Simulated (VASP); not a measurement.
PtS2:

```
Pt S
1.0
     7.10846    0.05081   -0.03712
    -1.75511    3.05654   -0.00498
    -0.02484   -0.02204    4.83152
Pt S
2 4
Direct
  0.01177 0.94374 0.95749
  0.51919 0.99729 0.96534
  0.31434 0.25943 0.78121
  0.17595 0.77544 0.25568
  0.85298 0.37595 0.77644
  0.65261 0.58851 0.24786
```

* Program: VASP 6.6.1
* Task: relaxation of cell and atoms
* Functional: PBEsol
* Potentials or basis: VASP PAW PBE potentials, release 64 (Pt, S)
* Cutoff: 600 eV
* k mesh: 6 × 6 × 4
* Occupations: fermi-dirac, width 0.05 eV
* Spin: no spin polarisation

At the start: pressure 23.0 GPa; volume 17.57 Å³/atom.

Problem. Where does the relaxation end?

Solution. Over 41 steps the energy falls by 743.8 meV/atom and the volume is 17.73 Å³/atom (+0.9 %); space group P1 (No. 1, to 0.1 Å) before, P-3m1 (No. 164, to 0.1 Å).

Step by step:
| step | energy change (eV) | largest force (eV/Å) | pressure (GPa) | volume (Å³) |
| --- | --- | --- | --- | --- |
| 1 | 0.0000 | 11.0506 | 22.99 | 105.40 |
| 3 | -2.9440 | 2.1447 | -11.33 | 120.50 |
| 5 | -3.0246 | 2.3486 | -7.47 | 117.11 |
| 7 | -4.0679 | 1.8634 | 2.54 | 106.66 |
| 9 | -4.2784 | 1.0603 | -1.65 | 108.70 |
| 11 | -4.4207 | 0.8405 | 1.18 | 106.74 |
| 13 | -4.4474 | 0.2612 | -0.73 | 107.90 |
| 15 | -4.4531 | 0.1554 | 0.37 | 107.24 |
| 17 | -4.4570 | 0.1013 | -0.18 | 107.60 |
| 19 | -4.4589 | 0.1011 | 0.14 | 107.36 |
| 21 | -4.4608 | 0.0996 | -0.33 | 107.52 |
| 23 | -4.4618 | 0.0723 | 0.12 | 107.14 |
| 25 | -4.4623 | 0.0297 | -0.07 | 107.19 |
| 27 | -4.4625 | 0.0280 | 0.05 | 107.03 |
| 29 | -4.4625 | 0.0132 | -0.07 | 107.06 |
| 31 | -4.4626 | 0.0189 | 0.02 | 106.94 |
| 33 | -4.4627 | 0.0215 | -0.04 | 106.76 |
| 35 | -4.4627 | 0.0172 | 0.04 | 106.55 |
| 37 | -4.4628 | 0.0173 | 0.01 | 106.49 |
| 39 | -4.4628 | 0.0223 | -0.05 | 106.41 |
| 41 | -4.4628 | 0.0099 | 0.00 | 106.39 |

Final structure:
```cif
data_structure
_symmetry_space_group_name_H-M 'P 1'
_symmetry_Int_Tables_number 1
_cell_length_a 7.1329
_cell_length_b 3.5659
_cell_length_c 4.8296
_cell_angle_alpha 89.988
_cell_angle_beta 89.993
_cell_angle_gamma 119.998
_cell_volume 106.39
loop_
_atom_site_label
_atom_site_type_symbol
_atom_site_fract_x
_atom_site_fract_y
_atom_site_fract_z
_atom_site_occupancy
Pt1 Pt 0.00449 0.99019 0.99750 1
Pt2 Pt 0.50444 0.98996 0.99717 1
S1 S 0.33776 0.32346 0.74921 1
S2 S 0.17124 0.65685 0.24543 1
S3 S 0.83789 0.32348 0.74940 1
S4 S 0.67104 0.65642 0.24532 1
```

Caveat: the PAW data sets were made with another functional, which shifts forces and pressure a little.
